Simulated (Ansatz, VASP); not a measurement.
**Two plane-wave programs on Te2Mo**

```
Te Mo
1.0
     3.49100    0.00000    0.00000
    -1.74550    3.02330    0.00000
     0.00000    0.00000   31.04000
Te Mo
2 1
Cartesian
  1.7455 1.0078 7.0067
  1.7455 1.0078 10.6133
  0.0000 2.0155 8.8100
```

Alike in both runs: functional PBEsol; k mesh 12 × 12 × 1; occupations gaussian, width 0.03 eV; no spin polarisation.

Ansatz relaxed the structure, and its values are those at the end. VASP's run is a single point on that final structure, the one shown.

|  | VASP | Ansatz |
| --- | --- | --- |
| version | VASP 6.6.1 | Ansatz 0.2.0 |
| potentials or method | VASP PAW PBE potentials, release 64 (Te, Mo_sv), cutoff 400 eV | scalar-relativistic, plane waves, PAW |
| valence electrons in the cell | 26 | 46 |

```tsv
	VASP	Ansatz	Ansatz less VASP
gap on the k mesh at the Fermi level (eV)	1.20	1.20	+0.001
least direct gap on the mesh (eV)	1.20	1.20	+0.001
rms of the force components (eV/Å)	0.015	0.000	-0.0151
```

VASP's potentials were made for PBE, not for PBEsol, and Ansatz warns of the same on its side. VASP's potentials hold 26 valence electrons a cell and Ansatz's 46, so a difference there can come from the potentials and not from the codes. Ansatz's warnings: slab cell height set, structure snapped to symmetry.

Neither program's run includes spin-orbit coupling.
